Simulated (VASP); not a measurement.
# C in VASP: a series of runs, part 2 of 2

VASP 6.6.1. Earlier steps stand in the parts before.

### Step 3. Relaxation of shape and atoms at fixed volume, PBEsol (21.87 Å³/atom)

This run uses another cell than the first one.

Input file INCAR:

```
PREC     = Accurate       # precision mode
ENCUT    = 600            # plane-wave cutoff, eV
EDIFF    = 1E-6           # SCF threshold, eV
ISMEAR   = -1             # smearing method
SIGMA    = 0.15           # smearing width, eV
LREAL    = F              # projectors in reciprocal space
LASPH    = T              # aspherical terms in the spheres
NELM     = 60             # most SCF steps
ALGO     = Normal         # electronic algorithm
ISIF     = 4              # what is computed and relaxed
LWAVE    = F              # write WAVECAR
LCHARG   = F              # write CHGCAR
GGA      = PS             # functional
IBRION   = 2              # ionic algorithm
NSW      = 80             # ionic steps
EDIFFG   = -0.001         # ionic threshold
```

Input file KPOINTS:

```
Automatic mesh
0
Gamma
  18 18 6
```

Input file POSCAR:

```
C
1.0
    2.4423114171      0.0000000000      0.0000000000
   -1.2211557085      2.1151037311      0.0000000000
    0.0000000000      0.0000000000      8.4656791517
C
2
Direct
    0.3333333333      0.6666666667      0.0000000000
    0.6666666667      0.3333333333      0.0000000000
```

Potentials or basis: VASP PAW PBE potentials, release 64 (C).

Started as:

```
> cat potpaw_PBE.64/C/POTCAR > POTCAR
> mpirun -np 1 vasp_std > vasp.out
```

OUTCAR:

```text
PREC = Accurate
   ENCUT = 600
   EDIFF = 1E-6
   ISMEAR = -1
   LREAL = F
   LASPH = T
   NELM = 60
   ISIF = 4
   GGA = PS
   IBRION = 2
   NSW = 80
   EDIFFG = -0.001

 ion  position               nearest neighbor table
   1  0.333  0.667  0.000-   2 1.41   2 1.41   2 1.41
   2  0.667  0.333  0.000-   1 1.41   1 1.41   1 1.41

  LATTYP: Found a hexagonal cell.
 ALAT       =     2.4423114171
 C/A-ratio  =     3.4662570434

  Lattice vectors:

 A1 = (   2.4423114171,   0.0000000000,   0.0000000000)
 A2 = (  -1.2211557085,   2.1151037311,   0.0000000000)
 A3 = (   0.0000000000,   0.0000000000,   8.4656791517)

Analysis of symmetry for initial positions (statically):
=====================================================================
 Subroutine PRICEL returns:
 Original cell was already a primitive cell.

 Routine SETGRP: Setting up the symmetry group for a
 hexagonal supercell.

 Subroutine GETGRP returns: Found 24 space group operations
 (whereof 24 operations were pure point group operations)
 out of a pool of 24 trial point group operations.

The static configuration has the point symmetry D_6h.

Analysis of symmetry for dynamics (positions and initial velocities):
=====================================================================
 Subroutine PRICEL returns:
 Original cell was already a primitive cell.

 Routine SETGRP: Setting up the symmetry group for a
 hexagonal supercell.

 Subroutine GETGRP returns: Found 24 space group operations
 (whereof 24 operations were pure point group operations)
 out of a pool of 24 trial point group operations.

The dynamic configuration has the point symmetry D_6h.

 Subroutine INISYM returns: Found 24 space group operations
 (whereof 24 operations are pure point group operations),
 and found     1 'primitive' translations

----------------------------------------------------------------------------------------
[... 121 lines left out ...]
   IVDW    =     0    specifies the selected vdW correction
   LEPSILON=     F    determine dielectric tensor
   LRPA    =     F    only Hartree local field effects (RPA)
 conjugate gradient relaxation of ions
 non-spin polarized calculation
  energy-cutoff  :      600.00
  volume of cell :       43.73
 maximum number of plane-waves:      1500
 NGX is ok and might be reduce to    20
   NGX =  9   NGY =  9   NGZ = 33

--------------------------------------- Ionic step        1  -------------------------------------------

 number of electron       7.9999999 magnetization

 Free energy of the ion-electron system (eV)
  ---------------------------------------------------
  ext. energy  EPLUGINS =         0.00000000
  ---------------------------------------------------
  free energy    TOTEN  =       -19.28046189 eV

  energy without entropy =      -19.27749751  energy(sigma->0) =      -19.27897970

------------------------ aborting loop because EDIFF is reached ----------------------------------------

  FORCE on cell =-STRESS in cart. coord.  units (eV):
  Direction    XX          YY          ZZ          XY          YZ          ZX
  --------------------------------------------------------------------------------------
  -------------------------------------------------------------------------------------
  Total        1.0092694      1.0092694     -0.0361700      0.0000000     -0.0000000      0.0000000
  in kB       36.9762753     36.9762753     -1.3251501      0.0000000     -0.0000000      0.0000000
  external PRESSURE =      24.2091335 kB  Pullay stress =       0.0000000 kB
[... 59 lines left out ...]
--------------------------------------- Ionic step        3  -------------------------------------------

 number of electron       7.9999999 magnetization

 Free energy of the ion-electron system (eV)
  ---------------------------------------------------
  ext. energy  EPLUGINS =         0.00000000
  ---------------------------------------------------
  free energy    TOTEN  =       -19.28820090 eV

  energy without entropy =      -19.28519544  energy(sigma->0) =      -19.28669817

 E-fermi :  -0.6911     XC(G=0):  -5.0920

 val. band max:       -1.5995383410   @ k =   0.3333   0.2778   0.0000
 cond. band min:      -0.6900357045   @ k =   0.3333   0.3333   0.5000
 fundamental gap:      0.9095026365
 Fermi energy:        -0.6911391675

 k-point     1 :       0.0000    0.0000    0.0000
  band No.  band energies     occupation
      1     -20.2271      2.00000
      2      -8.3828      2.00000
      3      -3.6943      2.00000
      4      -3.6943      2.00000
      5       2.3939      0.00000
      6       4.9058      0.00000
      7       6.5081      0.00000
      8       7.6350      0.00000
[... 243 lines left out ...]
 k-point    24 :       0.3889    0.1111    0.0000
  band No.  band energies     occupation
      1     -15.5113      2.00000
      2     -12.9052      2.00000
      3      -7.9405      2.00000
      4      -3.2431      2.00000
      5       1.4392      0.00000
      6       7.9900      0.00000
      7       9.0274      0.00000
      8      10.9277      0.00000

 [... further k-points ...]
[... 5 lines left out ...]
  --------------------------------------------------------------------------------------
  -------------------------------------------------------------------------------------
  Total       -0.0363987     -0.0363987     -0.0349699     -0.0000000     -0.0000000      0.0000000
  in kB       -1.3335268     -1.3335268     -1.2811824     -0.0000000     -0.0000000      0.0000000
  external PRESSURE =      -1.3160787 kB  Pullay stress =       0.0000000 kB
[... 17 lines left out ...]
  FREE ENERGIE OF THE ION-ELECTRON SYSTEM (eV)
  ---------------------------------------------------
  free  energy   TOTEN  =       -19.2882009036 eV

  energy  without entropy=      -19.2851954421  energy(sigma->0) =      -19.28669817

 reached required accuracy - stopping structural energy minimisation
```

OSZICAR:

```text
N       E                     dE             d eps       ncg     rms          rms(c)
DAV:   1     0.315357580918E+02    0.31536E+02   -0.40503E+03  2376   0.892E+02
DAV:   2    -0.189188784194E+02   -0.50455E+02   -0.46460E+02  3304   0.145E+02
DAV:   3    -0.206378430756E+02   -0.17190E+01   -0.17157E+01  3128   0.360E+01
DAV:   4    -0.206503207802E+02   -0.12478E-01   -0.12478E-01  3880   0.310E+00
[... 28 lines left out ...]
DAV:   3    -0.192881894351E+02    0.15463E-03   -0.44906E-04  3072   0.143E-01    0.132E-02
DAV:   4    -0.192881925142E+02   -0.30791E-05   -0.10502E-05  2656   0.279E-02    0.388E-03
DAV:   5    -0.192881912259E+02    0.12883E-05   -0.53171E-06  2656   0.148E-02    0.241E-03
DAV:   6    -0.192882004620E+02   -0.92362E-05   -0.23533E-06  2504   0.975E-03    0.225E-03
DAV:   7    -0.192882009036E+02   -0.44152E-06   -0.22258E-07  2896   0.374E-03
   3 F= -.19288201E+02 E0= -.19286698E+02  d E =-.773901E-02
```

CONTCAR:

```text
C
   1.00000000000000
     2.4605927796672296    0.0000000000012423    0.0000000000000000
    -1.2302963897821646    2.1309358554952929    0.0000000000000000
     0.0000000000000000   -0.0000000000000000    8.3403522557850458
  C
     2
Direct
     0.3333333332999970    0.6666666667000030    0.0000000000000000
     0.6666666667000030    0.3333333332999970    0.0000000000000000

  0.00000000E+00  0.00000000E+00  0.00000000E+00
  0.00000000E+00  0.00000000E+00  0.00000000E+00
```

It took 54 s on 1 thread of Intel Xeon 6975P-C (Granite Rapids), shared host; peak memory 0.19 GiB.

What came out:

| Quantity | Value |
| --- | --- |
| Free energy | -19.2882 eV |
| Energy gained by relaxing | 3.9 meV/atom |
| Ionic steps | 3 |
| Band gap on the k mesh | zero (filled and empty bands touch) |

Step by step:
```csv
step,energy change (eV),largest force (eV/Å),pressure (GPa),volume (Å³)
1,0.0000,0.0000,2.42,43.73
2,-0.0076,0.0000,-0.46,43.73
3,-0.0077,0.0000,-0.13,43.73
```

Final structure:
```
C
1.0
     2.46059    0.00000    0.00000
    -1.23030    2.13094    0.00000
     0.00000    0.00000    8.34035
C
2
Direct
  0.33333 0.66667 0.00000
  0.66667 0.33333 0.00000
```

Levels at points of the mesh, in eV from the Fermi level:
| k point | band 1 | band 2 | band 3 | band 4 | band 5 | band 6 | band 7 | band 8 |
| --- | --- | --- | --- | --- | --- | --- | --- | --- |
| (0.00, 0.00, 0.00) | -19.54 | -7.69 | -3.00 | -3.00 | 3.09 | 5.60 | 7.20 | 8.33 |
| (0.50, 0.00, 0.00) | -14.23 | -13.28 | -6.42 | -2.37 | 1.66 | 7.41 | 11.01 | 11.14 |
| (0.00, 0.00, 0.50) | -19.54 | -7.69 | -3.00 | -3.00 | 3.89 | 3.90 | 8.33 | 8.33 |
| (0.50, 0.00, 0.50) | -14.23 | -13.28 | -6.42 | -2.37 | 1.66 | 7.41 | 11.59 | 11.76 |

Caveat: the PAW data sets were made with another functional, which shifts forces and pressure a little.

### Step 4. Relaxation of cell and atoms, PBEsol

Input file INCAR:

```
  PREC = Accurate
  ENCUT = 600
  EDIFF = 1E-6
  ISMEAR = -1
  SIGMA = 0.15
  LREAL = F
  LASPH = T
  NELM = 60
  ALGO = Normal
  ISIF = 3
  LWAVE = F
  LCHARG = F
  GGA = PS
  IBRION = 2
  NSW = 80
  EDIFFG = -0.001
```

Input file KPOINTS:

```
regular mesh
0
Gamma
  18 18 6
```

Input file POSCAR:

```
C
1.0
    2.4588140218      0.0000000000      0.0000000000
   -1.2294070109      2.1293954061      0.0000000000
    0.0000000000      0.0000000000      8.5228814217
C
2
Direct
    0.3333333333      0.6666666667      0.0000000000
    0.6666666667      0.3333333333      0.0000000000
```

Started as:

```
> cat potpaw_PBE.64/C/POTCAR > POTCAR
> mpirun -np 1 vasp_std > vasp.out
```

Wall time 7.8 min (1 thread of Intel Xeon 6975P-C (Granite Rapids), shared host); peak memory 0.19 GiB.

It converged, with:

- Free energy: -19.3042 eV
- Relaxed volume: 10.57 Å³/atom
- Relaxed cell: a = 2.460 Å, b = 2.460 Å, c = 4.035 Å, α = 90.00°, β = 90.00°, γ = 120.00°
- Space group after relaxing (to 0.1 Å): P6/mmm (No. 191)
- Energy gained by relaxing: 7.9 meV/atom
- Ionic steps: 37
- Band gap on the k mesh: zero (bands 4 and 5 overlap by 0.40 eV)

Step by step:
```
step  energy change (eV)  largest force (eV/Å)  pressure (GPa)  volume (Å³)
   1              0.0000                0.0000            0.10        44.62
   2              0.0001                0.0000           -0.38        44.72
   3              0.0000                0.0000           -0.06        44.66
   4              0.0000                0.0000           -0.06        44.66
   5             -0.0001                0.0000           -0.05        44.62
   6             -0.0001                0.0000           -0.02        44.52
   7             -0.0003                0.0000            0.03        44.31
   8             -0.0006                0.0000            0.14        43.89
   9             -0.0011                0.0000            0.37        43.06
  10             -0.0019                0.0000            0.86        41.41
  11             -0.0019                0.0000            2.01        38.12
  12             -0.0022                0.0000            1.24        40.25
  13             -0.0022                0.0000            1.23        40.25
  14             -0.0022                0.0000            1.22        40.24
  15             -0.0022                0.0000            1.24        40.23
  16             -0.0022                0.0000            1.24        40.21
  17             -0.0022                0.0000            1.25        40.17
  18             -0.0023                0.0000            1.25        40.09
  19             -0.0024                0.0000            1.27        39.92
  20             -0.0027                0.0000            1.31        39.59
  21             -0.0031                0.0000            1.38        38.93
  22             -0.0040                0.0000            1.53        37.61
  23             -0.0053                0.0000            1.89        34.97
  24             -0.0066                0.0000            2.77        29.72
  25             -0.0101                0.0000            1.73        28.37
  26             -0.0131                0.0000           -1.40        24.77
  27             -0.0132                0.0000           -0.78        25.40
  28             -0.0131                0.0000           -0.35        25.88
  29             -0.0131                0.0000           -0.55        25.67
  30             -0.0131                0.0000           -0.67        25.53
  31             -0.0134                0.0000           -0.68        25.11
  32             -0.0142                0.0000           -0.71        23.85
  33             -0.0155                0.0000           -0.86        21.32
  34              0.0701                0.0000            1.57        16.26
  35             -0.0155                0.0000           -0.83        21.23
  36             -0.0156                0.0000            0.71        21.06
  37             -0.0157                0.0000            0.00        21.14
```

Final structure:
```
C
1.0
     2.45961    0.00000    0.00000
    -1.22981    2.13009    0.00000
     0.00000    0.00000    4.03453
C
2
Direct
  0.33333 0.66667 0.00000
  0.66667 0.33333 0.00000
```

Levels at points of the mesh, in eV from the Fermi level:
```csv
k point,band 1,band 2,band 3,band 4,band 5,band 6,band 7,band 8
"(0.00, 0.00, 0.00)",-19.57,-7.34,-3.00,-3.00,3.14,8.33,8.33,18.64
"(0.50, 0.00, 0.00)",-14.25,-13.30,-6.42,-2.15,1.99,7.38,10.58,10.80
"(0.00, 0.00, 0.50)",-19.51,-8.04,-3.00,-3.00,7.01,8.35,8.35,11.69
"(0.50, 0.00, 0.50)",-14.21,-13.27,-6.42,-2.59,1.34,7.47,12.57,14.34
```

Caveat: the volume moved by over 15 % at a fixed basis, so the end points are rough; the PAW data sets were made with another functional, which shifts forces and pressure a little.

### Step 5. Relaxation of shape and atoms at fixed volume, PBEsol (22.76 Å³/atom)

This run uses another cell than the first one.

Input file INCAR:

```
SYSTEM = C
  PREC = Accurate
  ENCUT = 600
  EDIFF = 1E-6
  ISMEAR = -1
  SIGMA = 0.15
  LREAL = .False.
  LASPH = .True.
  NELM = 60
  ALGO = Normal
  ISIF = 4
  LWAVE = .False.
  LCHARG = .False.
  GGA = PS
  IBRION = 2
  NSW = 80
  EDIFFG = -0.001
```

Input file KPOINTS:

```
Automatic mesh
0
Gamma
  18 18 6
  0 0 0
```

Input file POSCAR:

```
C
1.0
    2.4750980330      0.0000000000      0.0000000000
   -1.2375490165      2.1434977734      0.0000000000
    0.0000000000      0.0000000000      8.5793259900
C
2
Direct
    0.3333333333      0.6666666667      0.0000000000
    0.6666666667      0.3333333333      0.0000000000
```

Started as:

```
> cat potpaw_PBE.64/C/POTCAR > POTCAR
> mpirun -np 1 vasp_std > vasp.out
```

Wall time 52 s (1 thread of Intel Xeon 6975P-C (Granite Rapids), shared host); peak memory 0.19 GiB.

Results (log left out):

```
Free energy               : -19.2889 eV
Energy gained by relaxing : 2.4 meV/atom
Ionic steps               : 3
Band gap on the k mesh    : zero (filled and empty bands touch)
```

The path:
| step | energy change (eV) | largest force (eV/Å) | pressure (GPa) | volume (Å³) |
| --- | --- | --- | --- | --- |
| 1 | 0.0000 | 0.0000 | -2.01 | 45.52 |
| 2 | -0.0048 | 0.0000 | 0.05 | 45.52 |
| 3 | -0.0048 | 0.0000 | -0.13 | 45.52 |

Final structure:
```xyz
2
Lattice="2.4605 0.0000 0.0000 -1.2303 2.1309 0.0000 0.0000 0.0000 8.6813" Properties=species:S:1:pos:R:3 pbc="T T T"
C     0.0000    1.4206    0.0000
C     1.2303    0.7103    0.0000
```

Levels at points of the mesh, in eV from the Fermi level:
```csv
k point,band 2,band 3,band 4,band 5,band 6,band 7
"(0.00, 0.00, 0.00)",-7.69,-3.00,-3.00,3.14,5.40,6.90
"(0.50, 0.00, 0.00)",-13.28,-6.42,-2.38,1.66,7.41,11.06
"(0.00, 0.00, 0.50)",-7.69,-3.00,-3.00,3.81,3.93,8.33
"(0.50, 0.00, 0.50)",-13.28,-6.42,-2.38,1.66,7.41,11.52
```

Caveat: the PAW data sets were made with another functional, which shifts forces and pressure a little.

### Step 6. Single point, PBEsol (one atom moved)

Input file INCAR:

```
SYSTEM = C
  ALGO = Normal
  EDIFF = 1E-6
  ENCUT = 520
  GGA = PS
  ISIF = 2
  ISMEAR = 0
  LASPH = .True.
  LCHARG = .True.
  LELF = .True.
  LREAL = .False.
  LVHAR = .True.
  LWAVE = .False.
  NBANDS = 11
  NELM = 80
  PREC = Accurate
  SIGMA = 0.1
```

Input file KPOINTS:

```
k-points
0
Gamma
  18 18 6
  0 0 0
```

Input file POSCAR:

```
C
1.0
    2.4561701622      0.0000000000      0.0000000000
   -1.2280850811      2.1271057565      0.0000000000
    0.0000000000      0.0000000000      8.5238033600
C
2
Direct
    0.3333333300      0.6666666700      0.0000000000
    0.6833499578      0.3520347979      0.0012764255
```

Potentials or basis: VASP PAW PBE potentials, release 64 (C).

Started as:

```
> cat potpaw_PBE.64/C/POTCAR > POTCAR
> mpirun -np 1 vasp_std > vasp.out
```

Run time: 3.8 min. Hardware: 1 thread of Intel Xeon Platinum 8488C (Sapphire Rapids), shared host; peak memory 0.46 GiB.

It converged, with:

```yaml
Free_energy: -19.2302 eV
Largest_force: 2.367 eV/Å
```

Forces in eV/Å, atoms in the order of the input:
```
C    1.082  2.097  0.182
C   -1.082 -2.097 -0.182
```

Caveat: the cell differs from its parent crystal (one atom moved); the PAW data sets were made with another functional, which shifts forces and pressure a little.

### Step 7. The runs side by side

| task | cell | k mesh | cutoff (eV) | smearing | gap on the mesh (eV) | relaxed volume (Å³/atom) |
| --- | --- | --- | --- | --- | --- | --- |
| single point | a = 2.459, b = 2.459, c = 8.523 Å, angles 90.0, 90.0, 120.0°, 2 atoms, atomic positions A | 15 × 15 × 4 | 520 | gaussian 0.1 eV | none | - |
| relaxation of shape and atoms at fixed volume | relaxed from a = 2.442, b = 2.442, c = 8.466 Å, angles 90.0, 90.0, 120.0°, 2 atoms, atomic positions A | 18 × 18 × 6 | 600 | fermi-dirac 0.15 eV | none | 21.87 |
| relaxation of cell and atoms | relaxed from a = 2.459, b = 2.459, c = 8.523 Å, angles 90.0, 90.0, 120.0°, 2 atoms, atomic positions A | 18 × 18 × 6 | 600 | fermi-dirac 0.15 eV | none | 10.57 |
| relaxation of shape and atoms at fixed volume | relaxed from a = 2.475, b = 2.475, c = 8.579 Å, angles 90.0, 90.0, 120.0°, 2 atoms, atomic positions A | 18 × 18 × 6 | 600 | fermi-dirac 0.15 eV | none | 22.76 |
| single point | a = 2.456, b = 2.456, c = 8.524 Å, angles 90.0, 90.0, 120.0°, 2 atoms, atomic positions B | 18 × 18 × 6 | 520 | gaussian 0.1 eV | - | - |

Alike in all rows: level PBEsol; potentials or basis VASP PAW PBE potentials, release 64 (C); no spin polarisation.

Caveats: the PAW data sets were made with another functional, which shifts forces and pressure a little; the volume moved by over 15 % at a fixed basis, so the end points are rough (at least some runs).

Absolute energies hang on the potentials; compare differences alone.
